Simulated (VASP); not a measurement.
Here is a VASP 6.6.1 calculation.

The input INCAR:

```
ALGO = Normal ; EDIFF = 1E-6
ENCUT = 520 ; GGA = PE
ISIF = 2 ; ISMEAR = 0
LASPH = True ; LCHARG = True
LELF = True ; LREAL = Auto
LVHAR = True ; LWAVE = False
NBANDS = 90 ; NELM = 60
PREC = Accurate ; SIGMA = 0.01
```

The input KPOINTS:

```
k-points
0
Gamma
  3 3 3
```

The input POSCAR:

```
Ga9N7
1.0
    0.0000000000      0.0000000000     -5.2431684262
    6.4367416346      0.0000000000      0.0000000000
   -3.2183708173     -5.5743817732      0.0000000000
Ga N
9 7
Direct
    0.6048574403      0.1666666667      0.3333333333
    0.4879511502      0.6677741054      0.3355482108
    0.4879511502      0.1644517892      0.8322258946
    0.4879511502      0.6677741054      0.8322258946
   -0.0188175469      0.7976964334      0.1488482167
   -0.0188175469      0.3511517833      0.1488482167
   -0.0146360618      0.8333333333      0.6666666667
   -0.0188175469      0.3511517833      0.7023035666
    0.1703812111      0.1666666667      0.3333333333
    0.1190136261      0.6701792740      0.3403585480
    0.1190136261      0.1596414520      0.8298207260
    0.1190136261      0.6701792740      0.8298207260
    0.6204861658      0.8104894392      0.1552447196
    0.6204861658      0.3447552804      0.1552447196
    0.6134972248      0.8333333333      0.6666666667
    0.6204861658      0.3447552804      0.6895105608
```

Potentials or basis: VASP PAW PBE potentials, release 64 (Ga_d, N).

Run with:

```sh
$ cat potpaw_PBE.64/Ga_d/POTCAR potpaw_PBE.64/N/POTCAR > POTCAR
$ mpirun -np 1 vasp_std > vasp.out
```

Predict the pressure.

17.2 GPa.

Predict the band gap on the k mesh.

zero (band 76 reaches 8.08 eV, above the bottom of band 77 at 6.88 eV).

Forces in eV/Å, atoms in the order of the input:
```
Ga   0.000  0.000  0.003
Ga   0.000  0.004  0.004
Ga   0.003 -0.002  0.004
Ga  -0.003 -0.002  0.004
Ga  -0.002  0.001  0.011
Ga   0.002  0.001  0.011
Ga   0.000  0.000 -0.001
Ga   0.000 -0.003  0.011
Ga   0.000  0.000 -0.017
N    0.000  0.000 -0.002
N    0.000  0.000 -0.002
N    0.000  0.000 -0.002
N   -0.012  0.007 -0.007
N    0.012  0.007 -0.007
N    0.000  0.000 -0.001
N    0.000 -0.013 -0.007
```

Caveat: the k points lie up to 0.40 Å⁻¹ apart.
